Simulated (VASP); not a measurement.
# YN (Fm-3m) in VASP: further runs

YN is run at these levels: PBE, r2SCAN, PBE0; tasks: single point.

Program: VASP 6.6.1. These are calculated values, not measurements. Logs are shortened: lines on timing, memory, paths and dates and some standing lists are left out, and cuts for length are marked.

### 1 The cell of the first run

Symmetry: Fm-3m, No. 225, cubic system. Conventional cell: a = 4.896 Å, b = 4.896 Å, c = 4.896 Å, α = 90.00°, β = 90.00°, γ = 90.00°. Y (site symmetry m-3m) has 6 N at 2.45 Å within 3.2 Å. N (site symmetry m-3m) has 6 Y at 2.45 Å within 3.2 Å.

### 2 Single point, PBE

INCAR

```
SYSTEM = YN
PREC = Accurate ; ENCUT = 600
EDIFF = 1E-6 ; ISMEAR = 0
SIGMA = 0.01 ; LREAL = .FALSE.
LASPH = .TRUE. ; NELM = 120
ALGO = Normal ; ISIF = 2
LWAVE = .FALSE. ; LCHARG = .FALSE.
GGA = PE ; NBANDS = 15
GGA_COMPAT = .FALSE.
```

KPOINTS

```
regular mesh
0
G
  6 6 6
  0 0 0
```

POSCAR

```
YN
1.0
    0.0000000000      2.4480469255      2.4480469255
    2.4480469255      0.0000000000      2.4480469255
    2.4480469255      2.4480469255      0.0000000000
Y N
1 1
Direct
    0.0000000000      0.0000000000      0.0000000000
    0.5000000000      0.5000000000      0.5000000000
```

Potentials or basis: VASP PAW PBE potentials, release 64 (Y_sv, N).

The run is started by

```sh
$ cat potpaw_PBE.64/Y_sv/POTCAR potpaw_PBE.64/N/POTCAR > POTCAR
$ mpirun -np 1 vasp_std > vasp.out
```

OUTCAR:

```text
SYSTEM = YN
   PREC = Accurate
   ENCUT = 600
   EDIFF = 1E-6
   ISMEAR = 0
   LREAL = .FALSE.
   LASPH = .TRUE.
   NELM = 120
   ISIF = 2
   GGA = PE

 ion  position               nearest neighbor table
   1  0.000  0.000  0.000-   2 2.45   2 2.45   2 2.45   2 2.45   2 2.45   2 2.45
   2  0.500  0.500  0.500-   1 2.45   1 2.45   1 2.45   1 2.45   1 2.45   1 2.45

  LATTYP: Found a face centered cubic cell.
 ALAT       =     4.8960938510

  Lattice vectors:

 A1 = (   0.0000000000,   2.4480469255,   2.4480469255)
 A2 = (   2.4480469255,   0.0000000000,   2.4480469255)
 A3 = (   2.4480469255,   2.4480469255,   0.0000000000)

Analysis of symmetry for initial positions (statically):
=====================================================================
 Subroutine PRICEL returns:
 Original cell was already a primitive cell.

 Routine SETGRP: Setting up the symmetry group for a
 face centered cubic supercell.

 Subroutine GETGRP returns: Found 48 space group operations
 (whereof 48 operations were pure point group operations)
 out of a pool of 48 trial point group operations.

The static configuration has the point symmetry O_h .

Analysis of symmetry for dynamics (positions and initial velocities):
=====================================================================
 Subroutine PRICEL returns:
 Original cell was already a primitive cell.

 Routine SETGRP: Setting up the symmetry group for a
 face centered cubic supercell.

 Subroutine GETGRP returns: Found 48 space group operations
 (whereof 48 operations were pure point group operations)
 out of a pool of 48 trial point group operations.

The dynamic configuration has the point symmetry O_h .

 Subroutine INISYM returns: Found 48 space group operations
 (whereof 48 operations are pure point group operations),
 and found     1 'primitive' translations

----------------------------------------------------------------------------------------

                                     Primitive cell

  volume of cell :      29.3420

  direct lattice vectors                    reciprocal lattice vectors
     0.000000000  2.448046925  2.448046925    -0.204244451  0.204244451  0.204244451
     2.448046925  0.000000000  2.448046925     0.204244451 -0.204244451  0.204244451
     2.448046925  2.448046925  0.000000000     0.204244451  0.204244451 -0.204244451

  length of vectors
     3.462061163  3.462061163  3.462061163     0.353761766  0.353761766  0.353761766

  position of ions in fractional coordinates (direct lattice)
     0.000000000  0.000000000  0.000000000
     0.500000000  0.500000000  0.500000000

  ion indices of the primitive-cell ions
   primitive index   ion index
                 1           1
                 2           2

----------------------------------------------------------------------------------------

 KPOINTS: regular mesh

Automatic generation of k-mesh.
 Grid dimensions read from file:
 generate k-points for:    6    6    6

 Generating k-lattice:

  Cartesian coordinates                     Fractional coordinates (reciprocal lattice)
    -0.034040742  0.034040742  0.034040742     0.166666667  0.000000000  0.000000000
     0.034040742 -0.034040742  0.034040742     0.000000000  0.166666667  0.000000000
     0.034040742  0.034040742 -0.034040742     0.000000000  0.000000000  0.166666667

  Length of vectors
     0.058960294  0.058960294  0.058960294

  Shift w.r.t. Gamma in fractional coordinates (k-lattice)
     0.000000000  0.000000000  0.000000000

 Subroutine IBZKPT returns following result:
 ===========================================

 Found     16 irreducible k-points:

 Following reciprocal coordinates:
            Coordinates               Weight
  0.000000  0.000000  0.000000      1.000000
  0.166667  0.000000  0.000000      8.000000
  0.333333  0.000000  0.000000      8.000000
  0.500000  0.000000  0.000000      4.000000
  0.166667  0.166667  0.000000      6.000000
  0.333333  0.166667  0.000000     24.000000
[... 8 lines left out ...]
 -0.333333  0.333333  0.166667     24.000000
 -0.333333  0.500000  0.166667     12.000000
   k-points           NKPTS =     16   k-points in BZ     NKDIM =     16   number of bands    NBANDS=     15
   number of dos      NEDOS =    301   number of ions     NIONS =      2
   total plane-waves  NPLWV =  21952
   dimension x,y,z NGX =    28 NGY =   28 NGZ =   28
   dimension x,y,z NGXF=    56 NGYF=   56 NGZF=   56
   ions per type =               1   1
   NGX,Y,Z   is equivalent  to a cutoff of  13.45, 13.45, 13.45 a.u.
   NGXF,Y,Z  is equivalent  to a cutoff of  26.89, 26.89, 26.89 a.u.
 SYSTEM =  YN
   PREC   = accura    normal or accurate (medium, high low for compatibility)
   ISTART =      0    job   : 0-new  1-cont  2-samecut
   ICHARG =      2    charge: 1-file 2-atom 10-const
   ISPIN  =      1    spin polarized calculation?
   LNONCOLLINEAR =      F non collinear calculations
   LSORBIT =      F    spin-orbit coupling
   LASPH  =      T    aspherical Exc in radial PAW
   ENCUT  =  600.0 eV  44.10 Ry    6.64 a.u.   6.91  6.91  6.91*2*pi/ulx,y,z
   NELM   =    120;   NELMIN=  2; NELMDL= -5     # of ELM steps
   EDIFF  = 0.1E-05   stopping-criterion for ELM
   LREAL  =      F    real-space projection
[... 7 lines left out ...]
   TEBEG  =    0.0;   TEEND  =   0.0 temperature during run
   PSTRESS=    0.0 pullay stress
   NELECT =      16.0000    total number of electrons
   NUPDOWN=      -1.0000    fix difference up-down
   EMIN   =  10.00;   EMAX   =-10.00  energy-range for DOS
   EFERMI =   0.00;   METHOD = LEGACY
   ISMEAR =     0;   SIGMA  =   0.01  broadening in eV -4-tet -1-fermi 0-gaus
   EFERMI_NEDOS =   21; number of points for ismear=-14 and -15
   IALGO  =     38    algorithm
   IMIX   =      4    mixing-type and parameters
     AMIX     =   0.40;   BMIX     =  1.00
     AMIX_MAG =   1.60;   BMIX_MAG =  1.00
  volume/ion in A,a.u.               =      14.67        99.00
  Fermi-wavevector in a.u.,A,eV,Ry     =   1.337473  2.527458 24.338572  1.788835
  Thomas-Fermi vector in A             =   2.466019
   LORBIT       =      0    0 simple, 1 ext, 2 COOP (PROOUT), +10 PAW based schemes
   GGA     = PE    functional components
   LHFCALC =     F    Hartree Fock is set to
   AEXX    =    0.0000 exact exchange contribution
   IVDW    =     0    specifies the selected vdW correction
   LEPSILON=     F    determine dielectric tensor
   LRPA    =     F    only Hartree local field effects (RPA)
 non-spin polarized calculation
 Gauss-broadening in eV      SIGMA  =   0.01
  energy-cutoff  :      600.00
  volume of cell :       29.34
 maximum number of plane-waves:      1002
   NGX = 13   NGY = 13   NGZ = 13

 number of electron      16.0000002 magnetization

 Free energy of the ion-electron system (eV)
  ---------------------------------------------------
  ext. energy  EPLUGINS =         0.00000000
  ---------------------------------------------------
  free energy    TOTEN  =       -18.22135310 eV

  energy without entropy =      -18.22135310  energy(sigma->0) =      -18.22135310

 E-fermi :   4.2048     XC(G=0): -11.2234

 val. band max:        4.1418000904   @ k =   0.0000   0.0000   0.0000
 cond. band min:       4.3228110356   @ k =   0.5000   0.5000   0.0000
 fundamental gap:      0.1810109452
 Fermi energy:         4.2047507343

 k-point     1 :       0.0000    0.0000    0.0000
  band No.  band energies     occupation
      1     -36.7280      2.00000
      2     -16.3744      2.00000
      3     -16.3744      2.00000
      4     -16.3744      2.00000
      5      -8.7629      2.00000
      6       4.1418      2.00000
      7       4.1418      2.00000
      8       4.1418      2.00000
      9       7.2596      0.00000
     10       7.2596      0.00000
     11       7.2596      0.00000
     12       8.2459      0.00000
     13       9.2277      0.00000
     14       9.2277      0.00000
     15      14.9489      0.00000

 k-point     2 :       0.1667    0.0000    0.0000
  band No.  band energies     occupation
      1     -36.6990      2.00000
      2     -16.6830      2.00000
      3     -16.3954      2.00000
      4     -16.3954      2.00000
      5      -8.3182      2.00000
      6       2.7259      2.00000
      7       3.3546      2.00000
      8       3.3546      2.00000
      9       7.4551      0.00000
     10       7.8982      0.00000
     11       7.8982      0.00000
     12       9.6184      0.00000
     13      10.4863      0.00000
     14      10.4863      0.00000
     15      16.5679      0.00000

 k-point     3 :       0.3333    0.0000    0.0000
  band No.  band energies     occupation
      1     -36.6405      2.00000
      2     -17.2304      2.00000
      3     -16.4367      2.00000
      4     -16.4367      2.00000
      5      -7.4546      2.00000
      6       0.8514      2.00000
      7       2.3066      2.00000
      8       2.3066      2.00000
      9       8.3793      0.00000
     10       9.4106      0.00000
     11       9.4106      0.00000
     12      11.3113      0.00000
     13      12.8186      0.00000
     14      12.8186      0.00000
     15      18.0013      0.00000
[... 199 lines left out ...]
 k-point    15 :      -0.3333    0.3333    0.1667
  band No.  band energies     occupation
      1     -36.5829      2.00000
      2     -17.1633      2.00000
      3     -16.8366      2.00000
      4     -16.6217      2.00000
      5      -7.6433      2.00000
      6       1.4243      2.00000
      7       2.4482      2.00000
      8       2.4756      2.00000
      9       8.3108      0.00000
     10       8.5107      0.00000
     11      11.4087      0.00000
     12      11.8248      0.00000
     13      13.3182      0.00000
     14      16.0392      0.00000
     15      16.4700      0.00000

 k-point    16 :      -0.3333    0.5000    0.1667
  band No.  band energies     occupation
      1     -36.5737      2.00000
      2     -17.0831      2.00000
      3     -16.8269      2.00000
      4     -16.7568      2.00000
      5      -7.9653      2.00000
      6       2.3828      2.00000
      7       2.5636      2.00000
      8       2.7895      2.00000
      9       6.5320      0.00000
     10       9.7782      0.00000
     11      11.3260      0.00000
     12      12.0059      0.00000
     13      12.6338      0.00000
     14      15.8638      0.00000
     15      16.1585      0.00000

------------------------ aborting loop because EDIFF is reached ----------------------------------------

  FORCE on cell =-STRESS in cart. coord.  units (eV):
  Direction    XX          YY          ZZ          XY          YZ          ZX
  --------------------------------------------------------------------------------------
  -------------------------------------------------------------------------------------
  Total        0.1633399      0.1633399      0.1633399      0.0000000     -0.0000000      0.0000000
  in kB        8.9189489      8.9189489      8.9189489      0.0000000     -0.0000000      0.0000000
  external PRESSURE =       8.9189489 kB  Pullay stress =       0.0000000 kB

 VOLUME and BASIS-vectors are now :
 -----------------------------------------------------------------------------
  energy-cutoff  :      600.00
  volume of cell :       29.34
      direct lattice vectors                 reciprocal lattice vectors
     0.000000000  2.448046925  2.448046925    -0.204244451  0.204244451  0.204244451
     2.448046925  0.000000000  2.448046925     0.204244451 -0.204244451  0.204244451
     2.448046925  2.448046925  0.000000000     0.204244451  0.204244451 -0.204244451

 POSITION                                       TOTAL-FORCE (eV/Angst)
 -----------------------------------------------------------------------------------
      0.00000      0.00000      0.00000         0.000000      0.000000      0.000000
      2.44805      2.44805      2.44805        -0.000000     -0.000000     -0.000000
 -----------------------------------------------------------------------------------
    total drift:                                0.000000      0.000000      0.000000

  FREE ENERGIE OF THE ION-ELECTRON SYSTEM (eV)
  ---------------------------------------------------
  free  energy   TOTEN  =       -18.2213530966 eV

  energy  without entropy=      -18.2213530966  energy(sigma->0) =      -18.22135310
```

Wall time 22 s (1 thread of Intel Xeon 8259CL, shared host); peak memory 0.17 GiB.

Results:

```
Free energy            : -18.2214 eV
Pressure               : 0.9 GPa
Band gap on the k mesh : 0.18 eV (least direct gap 0.57 eV)
```

A k mesh can miss the band edges.

### 3 Single point, r2SCAN

POSCAR is that of step 2.

INCAR.step1

```
SYSTEM = YN
  ALGO = Normal
  EDIFF = 1E-5
  ENCUT = 660
  GGA = PE
  GGA_COMPAT = .False.
  ISMEAR = 0
  LASPH = .True.
  LCHARG = .False.
  LREAL = .False.
  LWAVE = .True.
  NBANDS = 15
  NELM = 120
  PREC = Accurate
  SIGMA = 0.01
```

INCAR.step2

```
SYSTEM = YN
  ALGO = Normal
  EDIFF = 1E-6
  ENCUT = 660
  GGA_COMPAT = .False.
  ISIF = 2
  ISMEAR = 0
  ISTART = 1
  LASPH = .True.
  LCHARG = .False.
  LMIXTAU = .True.
  LREAL = .False.
  LWAVE = .False.
  METAGGA = R2SCAN
  NBANDS = 15
  NELM = 120
  PREC = Accurate
  SIGMA = 0.01
```

KPOINTS

```
k-points
0
Gamma
  6 6 6
  0 0 0
```

Potentials or basis: VASP PAW PBE potentials, release 64 (Y_sv, N).

The run is started by

```sh
$ cat potpaw_PBE.64/Y_sv/POTCAR potpaw_PBE.64/N/POTCAR > POTCAR
$ cp INCAR.step1 INCAR
$ mpirun -np 1 vasp_std > vasp.out
$ cp INCAR.step2 INCAR
$ mpirun -np 1 vasp_std > vasp.out
```

Wall time 2 min (1 thread of Intel Xeon 8259CL, shared host); peak memory 0.19 GiB.

It converged, with:

| Property | Result |
| --- | --- |
| Free energy | -33.4367 eV |
| Pressure | 0.3 GPa |
| Band gap on the k mesh | 0.59 eV (least direct gap 0.99 eV) |

Levels at points of the mesh, in eV from the valence-band top:
```
           k point  band 6  band 7  band 8  band 9  band 10  band 11
(0.00, 0.00, 0.00)    0.00    0.00    0.00    3.56     3.56     3.56
(0.50, 0.00, 0.00)   -4.05   -2.28   -2.28    6.23     6.86     6.86
(0.50, 0.50, 0.00)   -1.54   -0.41   -0.41    0.59     7.30     7.74
```

Caveat: the PAW data sets were made with another functional, which shifts forces and pressure a little.

(Continued in part 2 of 2.)
